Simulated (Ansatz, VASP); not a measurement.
# Two plane-wave programs on HfB

INCAR

```
ALGO = Normal ; EDIFF = 1E-7
ENCUT = 520 ; GGA = PS
ISIF = 2 ; ISMEAR = 0
LASPH = T ; LCHARG = T
LELF = T ; LREAL = F
LVHAR = T ; LWAVE = F
NBANDS = 14 ; NELM = 60
PREC = Accurate ; SIGMA = 0.15
```

Contents of KPOINTS:

```
k-points
0
Gamma
  16 16 16
```

POSCAR

```
HfB
1.0
    0.0000000000      2.3936993068      2.3936993068
    2.3936993068      0.0000000000      2.3936993068
    2.3936993068      2.3936993068      0.0000000000
Hf B
1 1
Direct
    0.4990473968      0.5009526032      0.5009526032
    0.0157287926     -0.0157287926     -0.0157287926
```

Input for Ansatz:

```yaml
crystal:
  lattice:
    - [0.0, 2.3936993068, 2.3936993068]
    - [2.3936993068, 0.0, 2.3936993068]
    - [2.3936993068, 2.3936993068, 0.0]
  atoms:
    - { symbol: Hf, position: [0.4990473968, 0.5009526032, 0.5009526032] }
    - { symbol: B, position: [0.0157287926, -0.0157287926, -0.0157287926] }
basis:
  ecutwfc: 520.0
kpoints:
  mp_grid: { grid: [16, 16, 16] }
hamiltonian:
  xc: pbesol
  pseudopotentials: { kind: paw }
scf:
  occupations: { method: gaussian, width: 0.15 }
output:
  forces: true
  stress: true
  eigenvalues: true
```

Change from the starting cell: mode 4 frozen in at -0.075 Å, normal strain along x +0.0000.

Alike in both runs: task single point; functional PBEsol; k mesh 16 × 16 × 16; occupations gaussian, width 0.15 eV; no spin polarisation.

```csv
,VASP,Ansatz
version,VASP 6.6.1,Ansatz 0.2.0
potentials or method,"VASP PAW PBE potentials, release 64 (Hf_pv, B), cutoff 520 eV","scalar-relativistic, plane waves, PAW"
valence electrons in the cell,13,29
```

Ansatz gave:

```
gap on the k mesh at the Fermi level (eV)                     : none
pressure (GPa)                                                : 0.4
traceless stress, the component that is largest in VASP (GPa) : 1.00
rms of the force components (eV/Å)                            : 0.398
```

Task: Which values does VASP return?

Result: gap on the k mesh at the Fermi level (eV): none; pressure (GPa): 0.8; traceless stress, the component that is largest in VASP (GPa): 1.02; rms of the force components (eV/Å): 0.399.

VASP's potentials were made for PBE, not for PBEsol. Atom by atom the forces differ by 0.001 eV/Å (rms over components). A gap of «none» marks a metal or a gap that the smearing closes. VASP's potentials hold 13 valence electrons a cell and Ansatz's 29, so a difference there can come from the potentials and not from the codes.

Neither program's run includes spin-orbit coupling.
